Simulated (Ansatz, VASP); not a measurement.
# Two plane-wave programs on LiCl

The input POSCAR:

```
LiCl
1.0
    3.4340255319      0.0000000000      0.0000000000
    0.0000000000      3.4340255319      0.0000000000
    0.0000000000      0.0000000000      3.2711235777
Li Cl
1 1
Direct
    0.0000000000      0.0000000000      0.0000000000
    0.5000000000      0.5000000000      0.5000000000
```

The input INCAR.step1:

```
  ALGO = Normal
  EDIFF = 1E-4
  ENCUT = 520
  GGA = PE
  ISMEAR = 0
  LASPH = T
  LCHARG = F
  LREAL = F
  LWAVE = T
  NBANDS = 12
  NELM = 100
  PREC = Accurate
  SIGMA = 0.01
```

The input INCAR.step2:

```
  ALGO = Normal
  EDIFF = 1E-6
  ENCUT = 520
  ISIF = 2
  ISMEAR = 0
  ISTART = 1
  LASPH = T
  LCHARG = F
  LMIXTAU = T
  LREAL = F
  LWAVE = F
  METAGGA = R2SCAN
  NBANDS = 12
  NELM = 100
  PREC = Accurate
  SIGMA = 0.01
```

Contents of KPOINTS:

```
k-points
0
Gamma
  8 8 8
```

Input for Ansatz:

```yaml
crystal:
  lattice:
    - [3.4340255319, 0.0, 0.0]
    - [0.0, 3.4340255319, 0.0]
    - [0.0, 0.0, 3.2711235777]
  atoms:
    - { symbol: Li, position: [0.0, 0.0, 0.0] }
    - { symbol: Cl, position: [0.5, 0.5, 0.5] }
kpoints:
  mp_grid: { grid: [8, 8, 8] }
  band_path:
    path: [[0.0, 0.0, 0.0], [0.0, 0.5, 0.0], [0.5, 0.5, 0.0], [0.5, 0.5, 0.5]]
    npoints: 1
hamiltonian:
  xc: r2scan
scf:
  occupations: { method: fixed }
  n_extra_bands: 4
output:
  forces: true
  stress: true
  eigenvalues: true
```

Change from the starting cell: biaxial_xy strain +5.0%.

Alike in both runs: task single point; functional r2SCAN; k mesh 8 × 8 × 8; no spin polarisation.

```csv
,VASP,Ansatz
version,VASP 6.6.1,Ansatz 0.2.0
potentials or method,"VASP PAW PBE potentials, release 64 (Li_sv, Cl)","plane waves, PAW"
plane-wave cutoff (eV),520,500
occupations,"gaussian, width 0.01 eV",fixed
valence electrons in the cell,10,10
```

```csv
,VASP,Ansatz,Ansatz less VASP
gap on the k mesh at the Fermi level (eV),4.70,4.59,-0.110
```

VASP's potentials were made for PBE, not for r2SCAN.

Noted on VASP's run: the cutoff is under 1.25 times that of the potentials, so the pressure is a little rough.
